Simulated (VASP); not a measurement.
Runs of VASP 6.6.1 on TmP2. The structure is that of space group Fd-3m (No. 227), or close to it. The cells are those of the table. The cell was generated, and may not be a known phase.

```tsv
task	cell	k mesh	gap on the mesh (eV)	pressure (GPa)	relaxed volume (Å³/atom)
relaxation of cell and atoms	relaxed from a = 5.729 Å, angles 60.0°, 6 atoms	4 × 4 × 4	none	0.1	17.76
single point	a = 5.321 Å, angles 60.0°, 6 atoms	10 × 10 × 10	none	0.0	-
single point	a = 5.328 Å, angles 60.0°, 6 atoms	4 × 4 × 4	none	-0.2	-
single point	a = 5.729 Å, angles 60.0°, 6 atoms	4 × 4 × 4	none	(a)	-
relaxation of cell and atoms	relaxed from a = 5.328 Å, angles 60.0°, 6 atoms	10 × 10 × 10	none	0.0	17.74
```

Alike in all rows: level PBE; potentials or basis VASP PAW PBE potentials, release 64 (Tm_3, P), 4f in core; no spin polarisation; cutoff (eV) 500; smearing gaussian 0.1 eV.

Q: Fill in the values left out.

A: (a) -11.5.

Caveats: some runs use coarse meshes; spin-orbit coupling is left out, which moves the levels of the heavy elements; the 4f electrons are frozen in the core, so they carry no moment and show no levels; the volume moved by over 15 % at a fixed basis, so the end points are rough (at least some runs); the cell stands under tension (at least some runs).

A k mesh can miss the band edges, and the runs leave out spin-orbit coupling on Tm.

A gap of «none» marks levels without a gap at the run's occupations.
